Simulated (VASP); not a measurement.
**PbS: single point with PBE+D3(BJ)**

Crystal: PbS.

```
Pb S
1.0
    -2.96713   -2.96713    0.00000
     2.96713   -2.96713    0.00000
    -1.48357    0.00000   11.86853
Pb S
4 4
Direct
  0.46875 0.53125 0.12500
  0.90625 0.09375 0.37500
  0.34375 0.65625 0.62500
  0.78125 0.21875 0.87500
  0.96875 0.03125 0.12500
  0.40625 0.59375 0.37500
  0.84375 0.15625 0.62500
  0.28125 0.71875 0.87500
```

```json
{
  "Program": "VASP 6.6.1",
  "Task": "single point",
  "Functional": "PBE",
  "Dispersion": "D3(BJ)",
  "Potentials or basis": "VASP PAW PBE potentials, release 64 (Pb_d, S)",
  "Cutoff": "520 eV",
  "k mesh": "8 × 8 × 3",
  "Occupations": "gaussian, width 0.03 eV",
  "Spin": "no spin polarisation",
  "Dipole correction": "no",
  "Further INCAR settings": "ALGO = Normal; EDIFF = 1e-06; NBANDS = 50"
}
```

The pressure is -0.8 GPa. The largest force is 0.566 eV/Å and the band gap on the k mesh is 0.65 eV. The dispersion energy per atom is -0.348 eV.

Forces on the atoms (eV/Å):
```
Pb   0.362  0.000  0.436
Pb   0.019  0.000 -0.326
Pb  -0.019  0.000  0.326
Pb  -0.362  0.000 -0.436
S    0.158  0.000  0.485
S    0.027  0.000 -0.357
S   -0.027  0.000  0.357
S   -0.158  0.000 -0.485
```

Stress tensor (GPa, compression positive):
```
-0.46  0.00  1.65
 0.00 -0.93  0.00
 1.65  0.00 -1.01
```

Levels at points of the mesh, in eV from the valence-band top:
```
           k point  band 37  band 38  band 39  band 40  band 41  band 42  band 43  band 44
(0.00, 0.00, 0.00)    -2.03    -1.56    -1.48    -1.21     1.72     3.35     4.23     4.65
(0.50, 0.00, 0.00)    -0.42    -0.37    -0.24     0.00     0.65     0.73     1.46     1.55
(0.50, 0.50, 0.00)    -3.07    -2.46    -1.28    -0.54     1.76     2.87     4.15     4.21
```

Wall time 14 min on 1 thread of Intel Xeon 8259CL, with other jobs on the host, peak memory 0.58 GiB.

Caveat: spin-orbit coupling is left out, which moves the levels of the heavy elements; an odd mesh through Γ misses points on the zone boundary, where band edges can lie.
